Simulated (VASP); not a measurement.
# ZnS (F-43m) in VASP: a series of runs

The runs below take ZnS through vibrations by perturbation theory, with PBE.

All numbers are computed with VASP 6.6.1; they aren't measurements. Logs are shortened: lines on timing, memory, paths and dates and some standing lists are left out, and cuts for length are marked.

## 1. The cell of the first run

Symmetry: F-43m, No. 216, cubic system. The conventional cell has a = 5.312 Å, b = 5.312 Å, c = 5.312 Å, α = 90.00°, β = 90.00°, γ = 90.00°. Zn (site symmetry -43m) has 4 S at 2.30 Å within 3.0 Å. Within 3.0 Å of S (site symmetry -43m) lie 4 Zn at 2.30 Å.

## 2. Vibrations by perturbation theory, PBE

Contents of INCAR:

```
SYSTEM = ZnS
ALGO = Normal
EDIFF = 1E-8
ENCUT = 520
GGA = PE
IBRION = 8
ISIF = 2
ISMEAR = 0
LASPH = .TRUE.
LCHARG = .FALSE.
LEPSILON = .TRUE.
LREAL = .FALSE.
LWAVE = .FALSE.
NELM = 100
NSW = 1
PREC = Accurate
SIGMA = 0.01
```

Contents of KPOINTS:

```
k-points
0
G
  10 10 10
  0 0 0
```

Contents of POSCAR:

```
ZnS
1.0
    0.0000000000      2.6561769250      2.6561769250
    2.6561769250      0.0000000000      2.6561769250
    2.6561769250      2.6561769250      0.0000000000
Zn S
1 1
Direct
    0.0000000000      0.0000000000      0.0000000000
    0.7500000000      0.7500000000      0.7500000000
```

Potentials or basis: VASP PAW PBE potentials, release 64 (Zn, S).

Run with:

```bash
$ cat potpaw_PBE.64/Zn/POTCAR potpaw_PBE.64/S/POTCAR > POTCAR
$ mpirun -np 1 vasp_std > vasp.out
```

OUTCAR:

```text
SYSTEM = ZnS
   EDIFF = 1E-8
   ENCUT = 520
   GGA = PE
   IBRION = 8
   ISIF = 2
   ISMEAR = 0
   LASPH = .TRUE.
   LEPSILON = .TRUE.
   LREAL = .FALSE.
   NELM = 100
   NSW = 1
   PREC = Accurate

 ion  position               nearest neighbor table
   1  0.000  0.000  0.000-   2 2.30   2 2.30   2 2.30   2 2.30
   2  0.750  0.750  0.750-   1 2.30   1 2.30   1 2.30   1 2.30

  LATTYP: Found a face centered cubic cell.
 ALAT       =     5.3123538500

  Lattice vectors:

 A1 = (   0.0000000000,   2.6561769250,   2.6561769250)
 A2 = (   2.6561769250,   0.0000000000,   2.6561769250)
 A3 = (   2.6561769250,   2.6561769250,   0.0000000000)

Analysis of symmetry for initial positions (statically):
=====================================================================
 Subroutine PRICEL returns:
 Original cell was already a primitive cell.

 Routine SETGRP: Setting up the symmetry group for a
 face centered cubic supercell.

 Subroutine GETGRP returns: Found 24 space group operations
 (whereof 24 operations were pure point group operations)
 out of a pool of 48 trial point group operations.

The static configuration has the point symmetry T_d .

Analysis of symmetry for dynamics (positions and initial velocities):
=====================================================================
 Subroutine PRICEL returns:
 Original cell was already a primitive cell.

 Routine SETGRP: Setting up the symmetry group for a
 face centered cubic supercell.

 Subroutine GETGRP returns: Found 24 space group operations
 (whereof 24 operations were pure point group operations)
 out of a pool of 48 trial point group operations.

The dynamic configuration has the point symmetry T_d .

 Subroutine INISYM returns: Found 24 space group operations
 (whereof 24 operations are pure point group operations),
 and found     1 'primitive' translations

----------------------------------------------------------------------------------------

                                     Primitive cell

  volume of cell :      37.4801

  direct lattice vectors                    reciprocal lattice vectors
     0.000000000  2.656176925  2.656176925    -0.188240473  0.188240473  0.188240473
     2.656176925  0.000000000  2.656176925     0.188240473 -0.188240473  0.188240473
     2.656176925  2.656176925  0.000000000     0.188240473  0.188240473 -0.188240473

  length of vectors
     3.756401431  3.756401431  3.756401431     0.326042063  0.326042063  0.326042063

  position of ions in fractional coordinates (direct lattice)
     0.000000000  0.000000000  0.000000000
     0.750000000  0.750000000  0.750000000

  ion indices of the primitive-cell ions
   primitive index   ion index
                 1           1
                 2           2

----------------------------------------------------------------------------------------

 KPOINTS: k-points

Automatic generation of k-mesh.
 Grid dimensions read from file:
 generate k-points for:   10   10   10

 Generating k-lattice:

  Cartesian coordinates                     Fractional coordinates (reciprocal lattice)
[... 533 lines left out ...]
  ---------------------------------------------------
  ---------------------------------------------------
  free energy    TOTEN  =        -0.54909014 eV

  energy without entropy =       -0.54909014

------------------------ aborting loop because EDIFF is reached ----------------------------------------

--------------------------------------- Ionic step        2  -------------------------------------------

------------------------ aborting loop because EDIFF is reached ----------------------------------------

--------------------------------------- Ionic step        3  -------------------------------------------

------------------------ aborting loop because EDIFF is reached ----------------------------------------

 PIEZOELECTRIC TENSOR FIELD DIRECTION 3  (e Angst)
 -----------------------------------------------------------------------------
    -0.00060  1.53490  0.00000           ( -0.00000 -0.01781  0.00000)
     1.53490 -0.00060  0.00000           ( -0.01781 -0.00000  0.00000)
     0.00000  0.00000 -0.00040           (  0.00000  0.00000 -0.00000)

 PIEZOELECTRIC TENSOR FIELD DIRECTION 3  (C/m^2)
 -----------------------------------------------------------------------------
    -0.00026  0.65613  0.00000
     0.65613 -0.00026  0.00000
     0.00000  0.00000 -0.00017

--------------------------------------- Ionic step        4  -------------------------------------------

------------------------ aborting loop because EDIFF is reached ----------------------------------------

[... ionic steps 5 to 6 ...]

--------------------------------------- Ionic step        7  -------------------------------------------

 Free energy of the ion-electron system (eV)
  ---------------------------------------------------
  ---------------------------------------------------
  free energy    TOTEN  =        -0.10567961 eV

  energy without entropy =       -0.10567961

------------------------ aborting loop because EDIFF is reached ----------------------------------------

 INTERNAL STRAIN TENSOR  FOR ION    2  DIRECTION 1   (eV/Angst):
 -----------------------------------------------------------------------------
    -0.01776  0.00000  0.00000
     0.00000  0.01735  7.53858
     0.00000  7.53858  0.01735

 MACROSCOPIC STATIC DIELECTRIC TENSOR (including local field effects in DFT)
 ------------------------------------------------------
           5.908004    -0.000000     0.000000
           0.000000     5.908004    -0.000000
           0.000000     0.000000     5.908004
 ------------------------------------------------------

 PIEZOELECTRIC TENSOR (including local field effects)  for field in x, y, z        (e  Angst)
          XX          YY          ZZ          XY          YZ          ZX
  --------------------------------------------------------------------------------
  x    -0.00000    -0.00000     0.00000     0.00000     1.54645     0.00000
  y     0.00000     0.00000     0.00000     0.00000     0.00000     1.54645
  z    -0.00000     0.00000     0.00000     1.54645     0.00000     0.00000

 PIEZOELECTRIC TENSOR (including local field effects)  for field in x, y, z        (C/m^2)
          XX          YY          ZZ          XY          YZ          ZX
  --------------------------------------------------------------------------------
  x    -0.00000    -0.00000     0.00000     0.00000     0.66107     0.00000
  y     0.00000     0.00000     0.00000     0.00000     0.00000     0.66107
  z    -0.00000     0.00000     0.00000     0.66107     0.00000     0.00000

 BORN EFFECTIVE CHARGES (including local field effects) (in |e|, cummulative output)
 ---------------------------------------------------------------------------------
 ion    1
    1     1.93943     0.00000     0.00000
    2     0.00000     1.93943     0.00000
    3     0.00000     0.00000     1.93943
 ion    2
    1    -1.93943     0.00000     0.00000
    2     0.00000    -1.93943     0.00000
    3     0.00000     0.00000    -1.93943

 INTERNAL STRAIN TENSOR FOR ION    2 for displacements in x,y,z  (eV/Angst):
          X           Y           Z          XY          YZ          ZX
  --------------------------------------------------------------------------------
  x     0.00000     0.00000     0.00000     0.00000     7.53858     0.00000
  y     0.00000     0.00000     0.00000     0.00000     0.00000     7.53858
  z     0.00000     0.00000     0.00000     7.53858     0.00000     0.00000

 SECOND DERIVATIVES (NOT SYMMETRIZED)
 ------------------------------------
               1X          1Y          1Z          2X          2Y          2Z
  1X    -7.041793    0.000000    0.000000    7.041793    0.000000    0.000000
  1Y     0.000000   -7.041793    0.000000    0.000000    7.041793    0.000000
  1Z     0.000000    0.000000   -7.041793    0.000000    0.000000    7.041793
  2X     6.954434    0.000000    0.000000   -6.954434    0.000000    0.000000
  2Y     0.000000    6.954434    0.000000    0.000000   -6.954434    0.000000
  2Z     0.000000    0.000000    6.954434    0.000000    0.000000   -6.954434

 Eigenvectors and eigenvalues of the dynamical matrix
 ----------------------------------------------------

   1 f  =    8.906465 THz    55.960972 2PiTHz  297.087707 cm-1    36.834165 meV
             X         Y         Z           dx          dy          dz
      0.000000  0.000000  0.000000    -0.411991   -0.402565    0.000000
      3.984265  3.984265  3.984265     0.584665    0.571289    0.000000
[... 21 lines left out ...]
   6 f/i=    0.026176 THz     0.164466 2PiTHz    0.873124 cm-1     0.108254 meV
             X         Y         Z           dx          dy          dz
      0.000000  0.000000  0.000000     0.716548   -0.393401    0.000000
      3.984265  3.984265  3.984265     0.504923   -0.277214    0.000000

--------------------------------------------------------------------------------------------------------

 MACROSCOPIC STATIC DIELECTRIC TENSOR IONIC CONTRIBUTION
 ------------------------------------------------------
           2.594919     0.000000     0.000000
           0.000000     2.594919     0.000000
           0.000000     0.000000     2.594919
 ------------------------------------------------------

 ELASTIC MODULI CONTR FROM IONIC RELAXATION (kBar)
 Direction    XX          YY          ZZ          XY          YZ          ZX
 --------------------------------------------------------------------------------
 XX          -0.0000      0.0000      0.0000     -0.0000      0.0000     -0.0000
 YY           0.0000     -0.0000     -0.0000     -0.0000     -0.0000     -0.0000
 ZZ           0.0000     -0.0000     -0.0000      0.0000     -0.0000     -0.0000
 XY          -0.0000     -0.0000      0.0000   -347.0537      0.0000      0.0000
 YZ           0.0000     -0.0000     -0.0000      0.0000   -347.0537      0.0000
 ZX          -0.0000     -0.0000     -0.0000      0.0000      0.0000   -347.0537
 --------------------------------------------------------------------------------

 PIEZOELECTRIC TENSOR IONIC CONTR  for field in x, y, z        (C/m^2)
          XX          YY          ZZ          XY          YZ          ZX
  --------------------------------------------------------------------------------
  x     0.00000    -0.00000    -0.00000     0.00000    -0.89296     0.00000
  y    -0.00000    -0.00000    -0.00000     0.00000     0.00000    -0.89296
  z    -0.00000    -0.00000     0.00000    -0.89296     0.00000     0.00000
```

It took 6.6 min on 1 thread of Intel Xeon Platinum 8488C (Sapphire Rapids), shared host; peak memory 0.34 GiB.

Results:

```
Electronic dielectric tensor (diagonal)                 : 5.91
Born charges (mean of the diagonal)                     : Zn +1.94; S -1.94 e
Highest phonon frequency at Γ, LO-TO splitting left out : 297 cm⁻¹
```

Phonon frequencies in cm⁻¹ (negative: imaginary):
| q point | frequencies |
| --- | --- |
| (0.000, 0.000, 0.000) | -1 -1 -1 297 297 297 |

Electronic dielectric tensor:
```
5.91 0.00 0.00
0.00 5.91 0.00
0.00 0.00 5.91
```

Born effective charge tensors (e):
atom 1, Zn
```
1.94 0.00 0.00
0.00 1.94 0.00
0.00 0.00 1.94
```
atom 2, S
```
-1.94  0.00  0.00
 0.00 -1.94  0.00
 0.00  0.00 -1.94
```

Caveat: the cell wasn't relaxed at this level first, which shifts response properties.

(Part 1 of 2 ends here.)
